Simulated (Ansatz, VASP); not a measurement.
Zr2AlN3 in VASP and in Ansatz

The input INCAR:

```
  PREC = Accurate
  ENCUT = 600
  EDIFF = 1E-7
  ISMEAR = 0
  SIGMA = 0.1
  LREAL = False
  LASPH = True
  NELM = 120
  ALGO = Normal
  ISIF = 3
  LWAVE = False
  LCHARG = False
  GGA = PE
  IBRION = 2
  NSW = 90
  EDIFFG = -0.04
  GGA_COMPAT = False
  NELMIN = 4
```

KPOINTS

```
regular mesh
0
Gamma
  6 6 2
```

File POSCAR:

```
Zr2AlN3
1.0
    3.3576657200      0.0000000000      0.0000000000
   -1.6788328600      2.9078238100      0.0000000000
    0.0000000000      0.0000000000      8.2245677400
Zr Al N
2 1 3
Direct
    0.0000000000      0.0000000000      0.0000000000
    0.3333333300      0.6666666700      0.6666666700
    0.6666666700      0.3333333300      0.3333333300
    0.3333333300      0.6666666700      0.9166666700
    0.6666666700      0.3333333300      0.5833333300
    0.0000000000      0.0000000000      0.2500000000
```

Input for Ansatz:

```yaml
crystal:
  lattice:
    - [3.35766572, 0.0, 0.0]
    - [-1.67883286, 2.90782381, 0.0]
    - [0.0, 0.0, 8.22456774]
  atoms:
    - { symbol: Zr, position: [0.0, 0.0, 0.0] }
    - { symbol: Zr, position: [0.33333333, 0.66666667, 0.66666667] }
    - { symbol: Al, position: [0.66666667, 0.33333333, 0.33333333] }
    - { symbol: "N", position: [0.33333333, 0.66666667, 0.91666667] }
    - { symbol: "N", position: [0.66666667, 0.33333333, 0.58333333] }
    - { symbol: "N", position: [0.0, 0.0, 0.25] }
basis:
  ecutwfc: 420
kpoints:
  mp_grid: { grid: [6, 6, 2] }
hamiltonian:
  xc: pbe
scf:
  occupations: { method: gaussian, width: 0.1 }
  lower_state_search: "off"
output:
  forces: true
  stress: true
  eigenvalues: true
relax:
  adjacent_minimum: "off"
  f_tol: 0.04
  max_steps: 70
  cell: { stress_tol: 0.4 }
```

Alike in both runs: task relaxation of cell and atoms; functional PBE; k mesh 6 × 6 × 2; occupations gaussian, width 0.1 eV; no spin polarisation.

```csv
,VASP,Ansatz
version,VASP 6.6.1,Ansatz 0.2.0
potentials or method,"VASP PAW PBE potentials, release 64 (Zr_sv, Al, N), cutoff 600 eV","scalar-relativistic, plane waves, PAW"
valence electrons in the cell,42,42
```

```tsv
	VASP	Ansatz	Ansatz less VASP
gap on the k mesh at the Fermi level, each at its own relaxed structure (eV)	none	none	-
relaxed volume (Å³/atom)	13.87	13.86	-0.011
relaxed cell length with the largest relative difference (Å)	8.375	8.367	-0.0084
```

A gap of «none» marks a metal or a gap that the smearing closes.

The k mesh is coarse, so the values compare programs but aren't converged.
